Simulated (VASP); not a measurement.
Ge2P:

```
CELL_PARAMETERS angstrom
4.55978 0.00000 0.00000
-2.27989 3.94889 0.00000
0.00000 0.00000 3.01914
ATOMIC_POSITIONS crystal
Ge 0.33333 0.66667 0.50000
Ge 0.66667 0.33333 0.50000
P 0.00000 0.00000 0.00000
```

The cell was generated, and may not be a known phase.

- Program: VASP 6.6.1
- Task: relaxation of cell and atoms
- Functional: PBE
- Potentials or basis: VASP PAW PBE potentials, release 64 (Ge_d, P)
- Cutoff: 600 eV
- k mesh: 6 × 6 × 6
- Occupations: gaussian, width 0.1 eV
- Spin: no spin polarisation

At the start: pressure -0.3 GPa; volume 18.12 Å³/atom.

Task: Where does the relaxation end?

Result: Over 3 steps the energy falls by 3.5 meV/atom and the volume is 17.99 Å³/atom (-0.7 %); space group P6/mmm (No. 191, to 0.1 Å) before and after.

Step by step:
| step | energy change (eV) | largest force (eV/Å) | pressure (GPa) | volume (Å³) |
| --- | --- | --- | --- | --- |
| 1 | 0.0000 | 0.0000 | -0.32 | 54.36 |
| 2 | -0.0097 | 0.0000 | -0.20 | 54.07 |
| 3 | -0.0105 | 0.0000 | -0.17 | 53.97 |

Final structure:
```
Ge P
1.0
     4.58734    0.00000    0.00000
    -2.29367    3.97275    0.00000
     0.00000    0.00000    2.96116
Ge P
2 1
Direct
  0.33333 0.66667 0.50000
  0.66667 0.33333 0.50000
  0.00000 0.00000 0.00000
```
